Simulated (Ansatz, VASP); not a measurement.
**Bi: VASP beside Ansatz**

```
CELL_PARAMETERS angstrom
-1.98143 1.98143 1.98143
1.98143 -1.98143 1.98143
1.98143 1.98143 -1.98143
ATOMIC_POSITIONS crystal
Bi 0.00000 0.00000 0.00000
```

Alike in both runs: task relaxation of cell and atoms; functional revPBE; dispersion D3(BJ); k mesh 9 × 9 × 9; occupations fermi-dirac, width 0.05 eV; no spin polarisation.

```csv
,VASP,Ansatz
version,VASP 6.6.1,Ansatz 0.2.0
potentials or method,"VASP PAW PBE potentials, release 64 (Bi_d)",Ansatz PAW
plane-wave cutoff (eV),600,420
valence electrons in the cell,15,15
```

|  | VASP | Ansatz | Ansatz less VASP |
| --- | --- | --- | --- |
| gap on the k mesh at the Fermi level, each at its own relaxed structure (eV) | none | none | - |
| relaxed volume (Å³/atom) | 29.53 | 29.55 | +0.019 |
| relaxed cell length with the largest relative difference (Å) | 3.373 | 3.373 | +0.0007 |

VASP's potentials were made for PBE, not for revPBE. A gap of «none» marks a metal or a gap that the smearing closes.

Neither program's run includes spin-orbit coupling. Noted on Ansatz's run: the plane-wave basis is chosen anew once the cell has moved, so the energies of steps on either side of that aren't comparable.
